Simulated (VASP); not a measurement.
# Tc in VASP: further runs, part 2 of 2

VASP 6.6.1.

## (3) Single point, PBEsol (13.68 Å³/atom)

This run uses another cell than the first one, of 13.68 Å³/atom.

File INCAR:

```
SYSTEM = Tc
PREC = Accurate ; ENCUT = 520
EDIFF = 1E-6 ; ISMEAR = -1
SIGMA = 0.05 ; LREAL = .False.
LASPH = .True. ; NELM = 60
ALGO = Normal ; ISIF = 2
LWAVE = .False. ; LCHARG = .True.
GGA = PS ; LELF = .True.
LVHAR = .True. ; NBANDS = 34
```

File KPOINTS:

```
regular mesh
0
Gamma
  11 11 3
  0 0 0
```

File POSCAR:

```
Tc
1.0
    2.7023324377      0.0000000000      0.0000000000
   -1.3511662188      2.3402885405      0.0000000000
    0.0000000000      0.0000000000      8.6511606616
Tc
4
Direct
    0.6666666667      0.3333333333      0.7500000000
    0.0000000000      0.0000000000      0.5000000000
    0.3333333333      0.6666666667      0.2500000000
    0.0000000000      0.0000000000      0.0000000000
```

Potentials or basis: VASP PAW PBE potentials, release 64 (Tc_pv).

The run is started by

```sh
cat potpaw_PBE.64/Tc_pv/POTCAR > POTCAR
mpirun -np 1 vasp_std > vasp.out
```

OUTCAR:

```text
SYSTEM = Tc
   PREC = Accurate
   ENCUT = 520
   EDIFF = 1E-6
   ISMEAR = -1
   LREAL = .False.
   LASPH = .True.
   NELM = 60
   ISIF = 2
   GGA = PS

 ion  position               nearest neighbor table
   1  0.667  0.333  0.750-   2 2.67   4 2.67   2 2.67   4 2.67   2 2.67   4 2.67
   2  0.000  0.000  0.500-   1 2.67   3 2.67   3 2.67   1 2.67   1 2.67   3 2.67
   3  0.333  0.667  0.250-   2 2.67   4 2.67   2 2.67   4 2.67   2 2.67   4 2.67
   4  0.000  0.000  0.000-   1 2.67   3 2.67   3 2.67   1 2.67   1 2.67   3 2.67

  LATTYP: Found a hexagonal cell.
 ALAT       =     2.7023324377
 C/A-ratio  =     3.2013680260

  Lattice vectors:

 A1 = (   2.7023324377,   0.0000000000,   0.0000000000)
 A2 = (  -1.3511662188,   2.3402885405,   0.0000000000)
 A3 = (   0.0000000000,   0.0000000000,   8.6511606616)

Analysis of symmetry for initial positions (statically):
=====================================================================
 Subroutine PRICEL returns:
 Original cell was already a primitive cell.

 Routine SETGRP: Setting up the symmetry group for a
 hexagonal supercell.

 Subroutine GETGRP returns: Found 24 space group operations
 (whereof 12 operations were pure point group operations)
 out of a pool of 24 trial point group operations.

The static configuration has the point symmetry D_3d.
 The point group associated with its full space group is D_6h.

Analysis of symmetry for dynamics (positions and initial velocities):
=====================================================================
 Subroutine PRICEL returns:
 Original cell was already a primitive cell.

 Routine SETGRP: Setting up the symmetry group for a
 hexagonal supercell.

 Subroutine GETGRP returns: Found 24 space group operations
 (whereof 12 operations were pure point group operations)
 out of a pool of 24 trial point group operations.

The dynamic configuration has the point symmetry D_3d.
 The point group associated with its full space group is D_6h.

 Subroutine INISYM returns: Found 24 space group operations
 (whereof 12 operations are pure point group operations),
 and found     1 'primitive' translations

----------------------------------------------------------------------------------------

                                     Primitive cell

  volume of cell :      54.7120

  direct lattice vectors                    reciprocal lattice vectors
     2.702332438  0.000000000  0.000000000     0.370050696  0.213648869  0.000000000
    -1.351166219  2.340288541  0.000000000     0.000000000  0.427297738  0.000000000
     0.000000000  0.000000000  8.651160662     0.000000000  0.000000000  0.115591426

  length of vectors
     2.702332438  2.702332438  8.651160662     0.427297738  0.427297738  0.115591426

  position of ions in fractional coordinates (direct lattice)
     0.666666667  0.333333333  0.750000000
     0.000000000  0.000000000  0.500000000
     0.333333333  0.666666667  0.250000000
     0.000000000  0.000000000  0.000000000

  ion indices of the primitive-cell ions
   primitive index   ion index
                 1           1
                 2           2
                 3           3
                 4           4

----------------------------------------------------------------------------------------

 KPOINTS: regular mesh

Automatic generation of k-mesh.
 Grid dimensions read from file:
 generate k-points for:   11   11    3

 Generating k-lattice:

  Cartesian coordinates                     Fractional coordinates (reciprocal lattice)
     0.033640972  0.019422624  0.000000000     0.090909091  0.000000000  0.000000000
     0.000000000  0.038845249  0.000000000     0.000000000  0.090909091  0.000000000
     0.000000000  0.000000000  0.038530475     0.000000000  0.000000000  0.333333333

  Length of vectors
     0.038845249  0.038845249  0.038530475

  Shift w.r.t. Gamma in fractional coordinates (k-lattice)
     0.000000000  0.000000000  0.000000000

 Subroutine IBZKPT returns following result:
 ===========================================

 Found     32 irreducible k-points:

 Following reciprocal coordinates:
            Coordinates               Weight
  0.000000  0.000000  0.000000      1.000000
  0.090909  0.000000  0.000000      6.000000
  0.181818 -0.000000  0.000000      6.000000
  0.272727  0.000000  0.000000      6.000000
  0.363636 -0.000000  0.000000      6.000000
  0.454545  0.000000  0.000000      6.000000
[... 16 lines left out ...]
  0.090909  0.090909  0.333333     12.000000
  0.181818  0.090909  0.333333     24.000000
 [... further k-points ...]
   k-points           NKPTS =     32   k-points in BZ     NKDIM =     32   number of bands    NBANDS=     34
   number of dos      NEDOS =    301   number of ions     NIONS =      4
   total plane-waves  NPLWV =  25600
   dimension x,y,z NGX =    20 NGY =   20 NGZ =   64
   dimension x,y,z NGXF=    40 NGYF=   40 NGZF=  128
   ions per type =               4
   NGX,Y,Z   is equivalent  to a cutoff of  12.30, 12.30, 12.30 a.u.
   NGXF,Y,Z  is equivalent  to a cutoff of  24.61, 24.61, 24.60 a.u.
 SYSTEM =  Tc
   PREC   = accura    normal or accurate (medium, high low for compatibility)
   ISTART =      0    job   : 0-new  1-cont  2-samecut
   ICHARG =      2    charge: 1-file 2-atom 10-const
   ISPIN  =      1    spin polarized calculation?
   LNONCOLLINEAR =      F non collinear calculations
   LSORBIT =      F    spin-orbit coupling
   LASPH  =      T    aspherical Exc in radial PAW
   ENCUT  =  520.0 eV  38.22 Ry    6.18 a.u.   5.02  5.02 16.09*2*pi/ulx,y,z
   NELM   =     60;   NELMIN=  2; NELMDL= -5     # of ELM steps
   EDIFF  = 0.1E-05   stopping-criterion for ELM
   LREAL  =      F    real-space projection
   EDIFFG = 0.1E-04   stopping-criterion for IOM
   NSW    =      0    number of steps for IOM
   IBRION =     -1    ionic relax: 0-MD 1-quasi-New 2-CG
   NFREE  =      0    steps in history (QN), initial steepest desc. (CG)
   ISIF   =      2    stress and relaxation
   ISYM   =      2    0-nonsym 1-usesym 2-fastsym
   POTIM  = 0.5000    time-step for ionic-motion
   TEBEG  =    0.0;   TEEND  =   0.0 temperature during run
   PSTRESS=    0.0 pullay stress
   NELECT =      52.0000    total number of electrons
   NUPDOWN=      -1.0000    fix difference up-down
   EMIN   =  10.00;   EMAX   =-10.00  energy-range for DOS
   EFERMI =   0.00;   METHOD = LEGACY
   ISMEAR =    -1;   SIGMA  =   0.05  broadening in eV -4-tet -1-fermi 0-gaus
   EFERMI_NEDOS =   21; number of points for ismear=-14 and -15
   IALGO  =     38    algorithm
   IMIX   =      4    mixing-type and parameters
     AMIX     =   0.40;   BMIX     =  1.00
     AMIX_MAG =   1.60;   BMIX_MAG =  1.00
  volume/ion in A,a.u.               =      13.68        92.30
  Fermi-wavevector in a.u.,A,eV,Ry     =   1.609589  3.041683 35.249673  2.590778
  Thomas-Fermi vector in A             =   2.705275
   LORBIT       =      0    0 simple, 1 ext, 2 COOP (PROOUT), +10 PAW based schemes
   GGA     = PS    functional components
   LHFCALC =     F    Hartree Fock is set to
   AEXX    =    0.0000 exact exchange contribution
   IVDW    =     0    specifies the selected vdW correction
   LEPSILON=     F    determine dielectric tensor
   LRPA    =     F    only Hartree local field effects (RPA)
 non-spin polarized calculation
  energy-cutoff  :      520.00
  volume of cell :       54.71
 maximum number of plane-waves:      1489
 NGX is ok and might be reduce to    20
   NGX =  9   NGY =  9   NGZ = 33

 number of electron      52.0000007 magnetization

 Free energy of the ion-electron system (eV)
  ---------------------------------------------------
  ext. energy  EPLUGINS =         0.00000000
  ---------------------------------------------------
  free energy    TOTEN  =       -45.03905888 eV

  energy without entropy =      -45.01328702  energy(sigma->0) =      -45.02617295

 E-fermi :  13.3573     XC(G=0): -14.2119

 val. band max:       13.3242303876   @ k =   0.0909   0.0000   0.0000
 cond. band min:      13.3621982792   @ k =   0.3636  -0.0000   0.0000
 fundamental gap:      0.0379678916
 Fermi energy:        13.3573485297

 k-point     1 :       0.0000    0.0000    0.0000
  band No.  band energies     occupation
      1     -26.2510      2.00000
      2     -25.5516      2.00000
      3     -25.4501      2.00000
      4     -24.9517      2.00000
      5     -24.9517      2.00000
      6     -24.8532      2.00000
[... 26 lines left out ...]
     33      15.3418      0.00000
     34      15.3418      0.00000
[... 820 lines left out ...]
      4     -25.3761      2.00000
      5     -25.3456      2.00000
      6     -25.2280      2.00000
[... 26 lines left out ...]
     33      15.8146      0.00000
     34      16.4336      0.00000

 [... further k-points ...]
[... 5 lines left out ...]
  --------------------------------------------------------------------------------------
  -------------------------------------------------------------------------------------
  Total        2.3612854      2.3612854      3.0506864      0.0000000      0.0000000     -0.0000000
  in kB       69.1475050     69.1475050     89.3358116      0.0000000      0.0000000     -0.0000000
  external PRESSURE =      75.8769405 kB  Pullay stress =       0.0000000 kB

 VOLUME and BASIS-vectors are now :
 -----------------------------------------------------------------------------
  energy-cutoff  :      520.00
  volume of cell :       54.71
      direct lattice vectors                 reciprocal lattice vectors
     2.702332438  0.000000000  0.000000000     0.370050696  0.213648869  0.000000000
    -1.351166219  2.340288541  0.000000000     0.000000000  0.427297738  0.000000000
     0.000000000  0.000000000  8.651160662     0.000000000  0.000000000  0.115591426

 POSITION                                       TOTAL-FORCE (eV/Angst)
 -----------------------------------------------------------------------------------
      1.35117      0.78010      6.48837         0.000000     -0.000000      0.000000
      0.00000      0.00000      4.32558        -0.000000      0.000000     -0.000000
     -0.00000      1.56019      2.16279         0.000000      0.000000      0.000000
      0.00000      0.00000      0.00000        -0.000000      0.000000     -0.000000
 -----------------------------------------------------------------------------------
    total drift:                                0.000000     -0.000000      0.000000

  FREE ENERGIE OF THE ION-ELECTRON SYSTEM (eV)
  ---------------------------------------------------
  free  energy   TOTEN  =       -45.0390588774 eV

  energy  without entropy=      -45.0132870207  energy(sigma->0) =      -45.02617295
```

stdout:

```text
POSCAR found type information on POSCAR Tc
 POSCAR found :  1 types and       4 ions
 scaLAPACK will be used
 -----------------------------------------------------------------------------
|                                                                             |
|                                                                             |
|     You enforced a specific xc type in the INCAR file but a different       |
|     I HOPE YOU KNOW WHAT YOU ARE DOING!                                     |
|                                                                             |
 -----------------------------------------------------------------------------

 LDA part: xc-table for (Slater+PW92), standard interpolation
 POSCAR, INCAR and KPOINTS ok, starting setup
 FFT: planning ... GRIDC
 FFT: planning ... GRID_SOFT
 FFT: planning ... GRID
 WAVECAR not read
 entering main loop
```

Run time: 20 s. Hardware: 1 thread of Intel Xeon 6975P-C (Granite Rapids), shared host; peak memory 0.18 GiB.

What came out:

```yaml
Free_energy: -45.0391 eV
Pressure: 7.6 GPa
Band_gap_on_the_k_mesh: zero (bands 26 and 27 overlap by 3.09 eV)
```

Stress tensor (GPa, compression positive):
```
6.91 0.00 0.00
0.00 6.91 0.00
0.00 0.00 8.93
```

Levels at points of the mesh, in eV from the Fermi level:
```csv
k point,band 22,band 23,band 24,band 25,band 26,band 27,band 28,band 29,band 30,band 31
"(0.00, 0.00, 0.00)",-1.99,-1.61,-1.35,-1.35,-1.22,-1.22,0.29,0.29,1.05,1.05
```

Caveat: the cell stands under pressure; the PAW data sets were made with another functional, which shifts forces and pressure a little.

## (4) Single point, PBEsol (13.96 Å³/atom)

File INCAR:

```
SYSTEM = Tc
PREC = Accurate ; ENCUT = 520
EDIFF = 1E-7 ; ISMEAR = -1
SIGMA = 0.05 ; LREAL = .FALSE.
LASPH = .TRUE. ; NELM = 60
ALGO = Normal ; ISIF = 2
LWAVE = .FALSE. ; LCHARG = .TRUE.
GGA = PS ; LELF = .TRUE.
LVHAR = .TRUE. ; NBANDS = 34
```

File KPOINTS:

```
regular mesh
0
G
  11 11 3
  0 0 0
```

File POSCAR:

```
Tc
1.0
    2.7209698021      0.0000000000      0.0000000000
   -1.3604849010      2.3564289715      0.0000000000
    0.0000000000      0.0000000000      8.7108257240
Tc
4
Direct
    0.6666666667      0.3333333333      0.7500000000
    0.0000000000      0.0000000000      0.5000000000
    0.3333333333      0.6666666667      0.2500000000
    0.0000000000      0.0000000000      0.0000000000
```

The run is started by

```sh
cat potpaw_PBE.64/Tc_pv/POTCAR > POTCAR
mpirun -np 1 vasp_std > vasp.out
```

Wall time 33 s (1 thread of Intel Xeon 6975P-C (Granite Rapids), shared host); peak memory 0.19 GiB.

The run converged. Its results:

| Item | Value |
| --- | --- |
| Free energy | -45.0692 eV |
| Pressure | 0.5 GPa |
| Band gap on the k mesh | zero (bands 26 and 27 overlap by 2.99 eV) |

Stress tensor (GPa, compression positive):
```
-0.13  0.00  0.00
 0.00 -0.13  0.00
 0.00  0.00  1.75
```

Levels at points of the mesh, in eV from the Fermi level:
```
           k point  band 24  band 25  band 26  band 27  band 28  band 29
(0.00, 0.00, 0.00)    -1.30    -1.30    -1.18    -1.18     0.28     0.28
```

Caveat: the PAW data sets were made with another functional, which shifts forces and pressure a little.

## (5) Single point, PBEsol (15.10 Å³/atom)

This run uses another cell than the first one, of 15.10 Å³/atom.

File INCAR:

```
SYSTEM = Tc
PREC = Accurate
ENCUT = 520
EDIFF = 1E-7
ISMEAR = -1
SIGMA = 0.05
LREAL = .FALSE.
LASPH = .TRUE.
NELM = 80
ALGO = Fast
ISIF = 2
LWAVE = .FALSE.
LCHARG = .FALSE.
GGA = PS
NBANDS = 34
```

File KPOINTS:

```
Automatic mesh
0
G
  11 11 3
  0 0 0
```

File POSCAR:

```
Tc
1.0
    2.7930817798      0.0000000000      0.0000000000
   -1.3965408898      2.4188797761      0.0000000000
    0.0000000000      0.0000000000      8.9416827036
Tc
4
Direct
    0.6666666667      0.3333333333      0.7500000000
    0.0000000000      0.0000000000      0.5000000000
    0.3333333333      0.6666666667      0.2500000000
    0.0000000000      0.0000000000      0.0000000000
```

The run is started by

```sh
cat potpaw_PBE.64/Tc_pv/POTCAR > POTCAR
mpirun -np 1 vasp_std > vasp.out
```

It took 40 s on 1 thread of Intel Xeon 6975P-C (Granite Rapids), shared host; peak memory 0.21 GiB.

The run converged. Its results:

| Item | Value |
| --- | --- |
| Free energy | -44.7542 eV |
| Pressure | -21.4 GPa |
| Band gap on the k mesh | zero (bands 26 and 27 overlap by 2.63 eV) |

Stress tensor (GPa, compression positive):
```
-21.80   0.00   0.00
  0.00 -21.80   0.00
  0.00   0.00 -20.63
```

Levels at points of the mesh, in eV from the Fermi level:
```tsv
k point	band 23	band 24	band 25	band 26	band 27	band 28	band 29	band 30
(0.00, 0.00, 0.00)	-1.38	-1.15	-1.15	-1.05	-1.05	0.26	0.26	0.93
```

Caveat: the cell stands under tension; the PAW data sets were made with another functional, which shifts forces and pressure a little.

## (6) Single point, PBEsol (atoms moved at random)

File INCAR:

```
PREC = Accurate ; ENCUT = 520
EDIFF = 1E-7 ; ISMEAR = -1
SIGMA = 0.05 ; LREAL = False
LASPH = True ; NELM = 100
ALGO = Fast ; ISIF = 2
LWAVE = False ; LCHARG = True
GGA = PS ; LELF = True
LVHAR = True ; NBANDS = 34
```

File KPOINTS:

```
Automatic mesh
0
Gamma
  11 11 3
```

File POSCAR:

```
Tc
1.0
    2.7393552909      0.0000000000      0.0000000000
   -1.3696776454      2.3723512719      0.0000000000
    0.0000000000      0.0000000000      8.7696844400
Tc
4
Direct
    0.6503330000      0.3266860000      0.7534020000
    0.0067170000     -0.0011870000      0.5029540000
    0.3432900000      0.6766430000      0.2433120000
    0.0031020000      0.0016420000     -0.0015520000
```

Potentials or basis: VASP PAW PBE potentials, release 64 (Tc_pv).

The run is started by

```sh
cat potpaw_PBE.64/Tc_pv/POTCAR > POTCAR
mpirun -np 1 vasp_std > vasp.out
```

Wall time 3.2 min (1 thread of Intel Xeon 6975P-C (Granite Rapids), shared host); peak memory 0.35 GiB.

Results (log left out):

```
Free energy            : -45.0072 eV
Pressure               : -5.5 GPa
Largest force          : 0.769 eV/Å
Band gap on the k mesh : zero (bands 26 and 27 overlap by 2.90 eV)
```

Forces in eV/Å, atoms in the order of the input:
```
Tc   0.194  0.076 -0.740
Tc  -0.119  0.009 -0.254
Tc  -0.033 -0.093  0.684
Tc  -0.042  0.008  0.311
```

Stress tensor (GPa, compression positive):
```
-5.82  0.50  0.01
 0.50 -6.51 -0.12
 0.01 -0.12 -4.05
```

Levels at points of the mesh, in eV from the Fermi level:
```
           k point  band 23  band 24  band 25  band 26  band 27  band 28  band 29  band 30
(0.00, 0.00, 0.00)    -1.49    -1.27    -1.27    -1.17    -1.09     0.19     0.37     0.99
```

Caveat: the cell differs from its parent crystal (atoms moved at random); the cell stands under tension; the PAW data sets were made with another functional, which shifts forces and pressure a little.

## (7) Summary

```csv
level,potentials or basis,cell,cutoff (eV),gap on the mesh (eV),pressure (GPa)
PBE,"VASP PAW PBE potentials, release 64 (Tc_sv)","a = 2.721, b = 2.721, c = 8.711 Å, angles 90.0, 90.0, 120.0°, 4 atoms, atomic positions A",560,none,10.1
PBEsol,"VASP PAW PBE potentials, release 64 (Tc_pv)","a = 2.702, b = 2.702, c = 8.651 Å, angles 90.0, 90.0, 120.0°, 4 atoms, atomic positions A",520,none,7.6
PBEsol,"VASP PAW PBE potentials, release 64 (Tc_pv)","a = 2.721, b = 2.721, c = 8.711 Å, angles 90.0, 90.0, 120.0°, 4 atoms, atomic positions A",520,none,0.5
PBEsol,"VASP PAW PBE potentials, release 64 (Tc_pv)","a = 2.793, b = 2.793, c = 8.942 Å, angles 90.0, 90.0, 120.0°, 4 atoms, atomic positions A",520,none,-21.4
PBEsol,"VASP PAW PBE potentials, release 64 (Tc_pv)","a = 2.739, b = 2.739, c = 8.770 Å, angles 90.0, 90.0, 120.0°, 4 atoms, atomic positions B",520,none,-5.5
```

Alike in all rows: task single point; no spin polarisation; k mesh 11 × 11 × 3; smearing fermi-dirac 0.05 eV.

Caveats: the PAW data sets were made with another functional, which shifts forces and pressure a little (at least some runs); the cell stands under pressure (at least some runs); the cell stands under tension (at least some runs).

Absolute energies hang on the potentials; compare differences alone.

The gap in the log of VASP goes by the Fermi energy; the results here count the filled bands.